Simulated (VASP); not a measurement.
Input of a VASP 6.6.1 run:

Contents of POSCAR:

```
AlN
1.0
   -0.0458542200      2.0335802857      2.0335802857
    2.0335802857     -0.0458542200      2.0335802857
    2.0335802857      2.0335802857     -0.0458542200
Al N
1 1
Direct
    0.0000000000      0.0000000000      0.0000000000
    0.5000000000      0.5000000000      0.5000000000
```

File INCAR.step1:

```
SYSTEM = AlN
PREC = Accurate
ENCUT = 500
EDIFF = 1E-8
ISMEAR = 0
SIGMA = 0.01
LREAL = .FALSE.
LASPH = .TRUE.
NELM = 100
ALGO = Normal
LWAVE = .TRUE.
LCHARG = .FALSE.
GGA = PE
```

INCAR.step2

```
SYSTEM = AlN
PREC = Accurate
ENCUT = 500
EDIFF = 1E-8
ISMEAR = 0
SIGMA = 0.01
LREAL = .FALSE.
LASPH = .TRUE.
NELM = 1
ALGO = Exact
LWAVE = .TRUE.
LCHARG = .FALSE.
GGA = PE
NBANDS = 76
LOPTICS = .TRUE.
ISTART = 1
```

The input INCAR.step3:

```
SYSTEM = AlN
PREC = Accurate
ENCUT = 500
EDIFF = 1E-8
ISMEAR = 0
SIGMA = 0.01
LREAL = .FALSE.
LASPH = .TRUE.
ALGO = EVGW0
LWAVE = .FALSE.
LCHARG = .FALSE.
GGA = PE
NELMGW = 1
NBANDS = 76
ENCUTGW = 150.0
NOMEGA = 96
PRECFOCK = Fast
ISTART = 1
NBANDSGW = 12
OMEGAMAX = 20
```

File KPOINTS:

```
Automatic mesh
0
G
  6 6 6
  0 0 0
```

Potentials or basis: VASP PAW PBE potentials, release 64 (Al_GW, N_GW).

The run is started by

```sh
$ cat potpaw_PBE.64/Al_GW/POTCAR potpaw_PBE.64/N_GW/POTCAR > POTCAR
$ cp INCAR.step1 INCAR
$ mpirun -np 1 vasp_std > vasp.out
$ cp INCAR.step2 INCAR
$ mpirun -np 1 vasp_std > vasp.out
$ cp INCAR.step3 INCAR
$ mpirun -np 1 vasp_std > vasp.out
```

(1) Estimate the quasiparticle gap.

(2) What does it give for the least direct quasiparticle gap?

(3) Predict the least direct gap of the starting levels on the mesh.

Results:

(1) 5.16 eV.

(2) 6.24 eV.

(3) 4.63 eV.

Caveat: the k points lie up to 0.44 Å⁻¹ apart; bands, screening cutoff and mesh are small and nothing is extrapolated, so the quasiparticle values aren't converged; the structure was generated, so it needn't be the stable form of AlN.
